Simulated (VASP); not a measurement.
A run of VASP 6.6.1 is set up as follows.

INCAR

```
SYSTEM = Ca
PREC     = Accurate       ! precision mode
ENCUT    = 520            ! plane-wave cutoff, eV
EDIFF    = 1E-6           ! SCF threshold, eV
ISMEAR   = 0              ! smearing method
SIGMA    = 0.15           ! smearing width, eV
LREAL    = .False.        ! projectors in reciprocal space
LASPH    = .True.         ! aspherical terms in the spheres
NELM     = 60             ! most SCF steps
ALGO     = Fast           ! electronic algorithm
ISIF     = 2              ! what is computed and relaxed
LWAVE    = .False.        ! write WAVECAR
LCHARG   = .True.         ! write CHGCAR
GGA      = PE             ! functional
LELF     = .True.         ! ELF
LVHAR    = .True.       
NBANDS   = 11             ! bands
```

The input KPOINTS:

```
regular mesh
0
Gamma
  16 16 16
  0 0 0
```

Contents of POSCAR:

```
Ca
1.0
   -2.4334166995      2.4334166995      1.8980650256
    2.4334166995     -2.4334166995      1.8980650256
    2.4334166995      2.4334166995     -1.8980650256
Ca
1
Direct
    0.0000000000      0.0000000000      0.0000000000
```

Potentials or basis: VASP PAW PBE potentials, release 64 (Ca_sv).

Command:

```console
$ cat potpaw_PBE.64/Ca_sv/POTCAR > POTCAR
$ mpirun -np 1 vasp_std > vasp.out
```

Question: What does it give for the pressure?

Answer: -0.8 GPa.

Question: What does it give for the band gap on the k mesh?

Answer: Zero (band 5 reaches 2.09 eV, above the bottom of band 6 at 1.24 eV).

Stress tensor (GPa, compression positive):
```
-1.84  0.00  0.00
 0.00 -1.84  0.00
 0.00  0.00  1.32
```
